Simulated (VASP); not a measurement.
# MgB2H8 (I-4m2) in VASP: a series of runs, part 2 of 2

VASP 6.6.1. The steps go on from the part before.

## 3. Electric field gradients, LDA

Input file INCAR:

```
SYSTEM = MgB2H8
PREC = Accurate
ENCUT = 520
EDIFF = 1E-8
ISMEAR = -1
SIGMA = 0.02
LREAL = Auto
LASPH = .True.
NELM = 100
ALGO = Normal
ISIF = 2
LWAVE = .False.
LCHARG = .False.
GGA = CA
LEFG = .True.
ISYM = 0
NBANDS = 33
```

Input file KPOINTS:

```
Automatic mesh
0
Gamma
  5 5 5
  0 0 0
```

Input file POSCAR:

```
MgB2H8
1.0
   -4.1681050000      4.1681050000      4.3802100000
    4.1681050000     -4.1681050000      4.3802100000
    4.1681050000      4.1681050000     -4.3802100000
Mg B H
2 4 16
Direct
    0.7500000000      0.2500000000      0.5000000000
    0.0000000000      0.0000000000      0.0000000000
    0.3923570000      0.1688510000      0.2235060000
    0.9453450000      0.1688510000      0.7764940000
    0.8311490000      0.6076430000      0.7764940000
    0.8311490000      0.0546550000      0.2235060000
    0.0496160000      0.3055870000      0.7440290000
    0.6944130000      0.4384420000      0.7440290000
    0.6944130000      0.9503840000      0.2559710000
    0.5615580000      0.3055870000      0.2559710000
    0.9974250000      0.2708130000      0.9756660000
    0.2951470000      0.0217590000      0.0243340000
    0.7291870000      0.0025750000      0.0243340000
    0.9782410000      0.7048530000      0.9756660000
    0.2951470000      0.2708130000      0.2733880000
    0.9974250000      0.0217590000      0.7266120000
    0.7291870000      0.7048530000      0.7266120000
    0.9782410000      0.0025750000      0.2733880000
    0.7424910000      0.0808260000      0.6616650000
    0.4191610000      0.0808260000      0.3383350000
    0.9191740000      0.2575090000      0.3383350000
    0.9191740000      0.5808390000      0.6616650000
```

Potentials or basis: VASP PAW LDA potentials, release 64 (Mg, B, H).

On the command line:

```sh
cat potpaw_LDA.64/Mg/POTCAR potpaw_LDA.64/B/POTCAR potpaw_LDA.64/H/POTCAR > POTCAR
mpirun -np 1 vasp_std > vasp.out
```

OUTCAR:

```text
SYSTEM = MgB2H8
   PREC = Accurate
   ENCUT = 520
   EDIFF = 1E-8
   ISMEAR = -1
   LREAL = Auto
   LASPH = .True.
   NELM = 100
   ISIF = 2
   GGA = CA
   ISYM = 0

 ion  position               nearest neighbor table
   1  0.750  0.250  0.500-  20 2.00  22 2.00  21 2.00  19 2.00   7 2.09   9 2.09   8 2.09  10 2.09
                             3 2.41   5 2.41   4 2.41   6 2.41
   2  0.000  0.000  0.000-  11 2.06  12 2.06  13 2.06  14 2.06  16 2.06  18 2.06  17 2.06  15 2.06
                             4 2.38   6 2.38   5 2.38   3 2.38
   3  0.392  0.169  0.224-  12 1.23  15 1.23  10 1.23  20 1.23   2 2.38   1 2.41
   4  0.945  0.169  0.776-  16 1.23  11 1.23   7 1.23  19 1.23   2 2.38   1 2.41
   5  0.831  0.608  0.776-  14 1.23  17 1.23   8 1.23  22 1.23   2 2.38   1 2.41
   6  0.831  0.055  0.224-  18 1.23  13 1.23   9 1.23  21 1.23   2 2.38   1 2.41
   7  0.050  0.306  0.744-   4 1.23   1 2.09
   8  0.694  0.438  0.744-   5 1.23   1 2.09
   9  0.694  0.950  0.256-   6 1.23   1 2.09
  10  0.562  0.306  0.256-   3 1.23   1 2.09
  11  0.997  0.271  0.976-   4 1.23   2 2.06
  12  0.295  0.022  0.024-   3 1.23   2 2.06
[... 8 lines left out ...]
  21  0.919  0.258  0.338-   6 1.23   1 2.00
  22  0.919  0.581  0.662-   5 1.23   1 2.00

IMPORTANT INFORMATION: All symmetrisations will be switched off!
NOSYMM: (Re-)initialisation of all symmetry stuff for point group C_1.

----------------------------------------------------------------------------------------

                                     Primitive cell

  volume of cell :     304.3913

  direct lattice vectors                    reciprocal lattice vectors
    -4.168105000  4.168105000  4.380210000     0.000000000  0.119958590  0.114149778
     4.168105000 -4.168105000  4.380210000     0.119958590  0.000000000  0.114149778
     4.168105000  4.168105000 -4.380210000     0.119958590  0.119958590  0.000000000

  length of vectors
     7.343870793  7.343870793  7.343870793     0.165590565  0.165590565  0.169647065

  position of ions in fractional coordinates (direct lattice)
     0.750000000  0.250000000  0.500000000
     0.000000000  0.000000000  0.000000000
     0.392357000  0.168851000  0.223506000
     0.945345000  0.168851000  0.776494000
     0.831149000  0.607643000  0.776494000
     0.831149000  0.054655000  0.223506000
[... 14 lines left out ...]
     0.919174000  0.257509000  0.338335000
     0.919174000  0.580839000  0.661665000

  ion indices of the primitive-cell ions
   primitive index   ion index
                 1           1
                 2           2
                 3           3
                 4           4
                 5           5
                 6           6
[... 14 lines left out ...]
                21          21
                22          22

----------------------------------------------------------------------------------------

 KPOINTS: Automatic mesh

Automatic generation of k-mesh.
 Grid dimensions read from file:
 generate k-points for:    5    5    5

 Generating k-lattice:

  Cartesian coordinates                     Fractional coordinates (reciprocal lattice)
     0.000000000  0.023991718  0.022829956     0.200000000 -0.000000000  0.000000000
[... 93 lines left out ...]
 maximum number of plane-waves:      8218
   NGX = 27   NGY = 27   NGZ = 27

 number of electron      31.9999999 magnetization

 Free energy of the ion-electron system (eV)
  ---------------------------------------------------
  ext. energy  EPLUGINS =         0.00000000
  ---------------------------------------------------
  free energy    TOTEN  =       -93.18011435 eV

  energy without entropy =      -93.18011435  energy(sigma->0) =      -93.18011435

 E-fermi :  -4.5814     XC(G=0):  -5.9888

 val. band max:       -4.9811525276   @ k =   0.0000   0.0000   0.0000
 cond. band min:       1.0688488311   @ k =   0.0000   0.0000   0.0000
 fundamental gap:      6.0500013588
 Fermi energy:        -4.5813590744

 k-point     1 :       0.0000    0.0000    0.0000
  band No.  band energies     occupation
      1     -12.1134      2.00000
      2     -10.9008      2.00000
      3     -10.9008      2.00000
      4     -10.6670      2.00000
      5      -8.1979      2.00000
      6      -6.9870      2.00000
[... 733 lines left out ...]
     27       4.2824      0.00000
     28       4.6167      0.00000

 [... further k-points ...]

 [bands above 28 left out]

------------------------ aborting loop because EDIFF is reached ----------------------------------------

  FORCE on cell =-STRESS in cart. coord.  units (eV):
  Direction    XX          YY          ZZ          XY          YZ          ZX
  --------------------------------------------------------------------------------------
  -------------------------------------------------------------------------------------
  Total       -1.6390878     -1.6390927     -1.4394983      0.0000001     -0.0000026     -0.0000008
  in kB       -8.6274128     -8.6274388     -7.5768645      0.0000003     -0.0000135     -0.0000042
  external PRESSURE =      -8.2772387 kB  Pullay stress =       0.0000000 kB

 VOLUME and BASIS-vectors are now :
 -----------------------------------------------------------------------------
  energy-cutoff  :      520.00
  volume of cell :      304.39
      direct lattice vectors                 reciprocal lattice vectors
    -4.168105000  4.168105000  4.380210000     0.000000000  0.119958590  0.114149778
     4.168105000 -4.168105000  4.380210000     0.119958590  0.000000000  0.114149778
     4.168105000  4.168105000 -4.380210000     0.119958590  0.119958590  0.000000000

 POSITION                                       TOTAL-FORCE (eV/Angst)
 -----------------------------------------------------------------------------------
      0.00000      4.16810      2.19010         0.000000      0.000000      0.000000
      0.00000      0.00000      0.00000         0.000000     -0.000000     -0.000000
      0.00000      1.86319      1.47921        -0.000000     -0.003329      0.098440
     -0.00000      6.47302      1.47921         0.000000      0.003329      0.098441
      2.30491      4.16810      2.90100         0.003329     -0.000000     -0.098441
     -2.30491      4.16811      2.90100        -0.003330      0.000000     -0.098441
[... 14 lines left out ...]
     -1.34767      4.16810      3.67214         0.144691      0.000000      0.089504
      1.34767      4.16810      3.67214        -0.144691     -0.000000      0.089505
 -----------------------------------------------------------------------------------
    total drift:                               -0.000001      0.000001     -0.000001

  FREE ENERGIE OF THE ION-ELECTRON SYSTEM (eV)
  ---------------------------------------------------
  free  energy   TOTEN  =       -93.1801143530 eV

  energy  without entropy=      -93.1801143529  energy(sigma->0) =      -93.18011435

 Electric field gradients (V/A^2)
---------------------------------------------------------------------
 ion       V_xx      V_yy      V_zz      V_xy      V_xz      V_yz
---------------------------------------------------------------------
   1      -5.477    -5.477    10.955     0.000     0.000     0.000
   2       3.382     3.382    -6.763     0.000     0.000     0.000
   3      -2.448     3.445    -0.997     0.000     0.000    -0.722
   4      -2.448     3.445    -0.997     0.000     0.000     0.722
   5       3.445    -2.448    -0.997     0.000    -0.722     0.000
   6       3.445    -2.448    -0.997     0.000     0.722     0.000
[... 14 lines left out ...]
  21       9.314   -10.518     1.204     0.001    10.757     0.000
  22       9.314   -10.518     1.204     0.001   -10.756     0.001
---------------------------------------------------------------------

 Electric field gradients after diagonalization (V/A^2)
 (convention: |V_zz| > |V_xx| > |V_yy|)
----------------------------------------------------------------------
 ion       V_xx      V_yy      V_zz     asymmetry (V_yy - V_xx)/ V_zz
----------------------------------------------------------------------
   1      -5.477    -5.477    10.955       0.000
   2       3.382     3.382    -6.763       0.000
   3      -2.448    -1.111     3.559       0.376
   4      -2.448    -1.111     3.559       0.376
   5      -2.448    -1.111     3.559       0.376
   6      -2.448    -1.111     3.559       0.376
[... 14 lines left out ...]
  21     -10.518    -6.237    16.755       0.256
  22     -10.518    -6.236    16.754       0.256
----------------------------------------------------------------------

           NMR quadrupolar parameters

 Cq : quadrupolar parameter    Cq=e*Q*V_zz/h
 eta: asymmetry parameters     (V_yy - V_xx)/ V_zz
 Q  : nuclear electric quadrupole moment in mb (millibarn)
----------------------------------------------------------------------
 ion       Cq(MHz)       eta       Q (mb)
----------------------------------------------------------------------
   1       0.026       0.000       1.000
   2      -0.016       0.000       1.000
   3       0.009       0.376       1.000
   4       0.009       0.376       1.000
   5       0.009       0.376       1.000
   6       0.009       0.376       1.000
[... 14 lines left out ...]
  21       0.041       0.256       1.000
  22       0.041       0.256       1.000
----------------------------------------------------------------------
```

It took 13 min on 1 thread of AMD EPYC 9R45 (Zen 5), shared host; peak memory 0.55 GiB.

What came out:

```
Free energy                             : -93.1801 eV
Pressure                                : -0.8 GPa
Largest force                           : 0.170 eV/Å
Band gap on the k mesh                  : 6.05 eV
Largest electric field gradient by atom : Mg +11.0, -6.8; B +3.6; H +16.7, +16.8 (each value once) V/Å²
```

Forces in eV/Å, atoms in the order of the input:
```
Mg   0.000  0.000  0.000
Mg   0.000  0.000  0.000
B    0.000 -0.003  0.098
B    0.000  0.003  0.098
B    0.003  0.000 -0.098
B   -0.003  0.000 -0.098
H    0.000 -0.038 -0.099
H   -0.038  0.000  0.099
H    0.038  0.000  0.099
H    0.000  0.038 -0.099
H    0.006 -0.001 -0.057
H   -0.006  0.001 -0.057
H    0.001 -0.006  0.057
H   -0.001  0.006  0.057
H    0.006  0.001 -0.057
H   -0.006 -0.001 -0.057
H   -0.001 -0.006  0.057
H    0.001  0.006  0.057
H    0.000 -0.145 -0.090
H    0.000  0.145 -0.090
H    0.145  0.000  0.090
H   -0.145  0.000  0.090
```

Electric field gradients, principal values (V/Å²):
```tsv
atom	least	middle	greatest (by size)
1 Mg	-5.477	-5.477	10.955
2 Mg	3.382	3.382	-6.763
3 B	-1.111	-2.448	3.559
4 B	-1.111	-2.448	3.559
5 B	-1.111	-2.448	3.559
6 B	-1.111	-2.448	3.559
7 H	-6.586	-10.129	16.715
8 H	-6.586	-10.129	16.716
9 H	-6.586	-10.129	16.715
10 H	-6.586	-10.129	16.716
11 H	-6.726	-10.031	16.757
12 H	-6.726	-10.032	16.757
13 H	-6.726	-10.031	16.757
14 H	-6.726	-10.032	16.757
15 H	-6.725	-10.032	16.757
16 H	-6.725	-10.031	16.757
17 H	-6.725	-10.032	16.757
18 H	-6.725	-10.031	16.757
19 H	-6.237	-10.518	16.755
20 H	-6.236	-10.518	16.754
21 H	-6.237	-10.518	16.755
22 H	-6.236	-10.518	16.754
```

Caveat: without QUAD_EFG the Cq values of the log hold for a quadrupole moment of 1 mb, not for the nuclei.
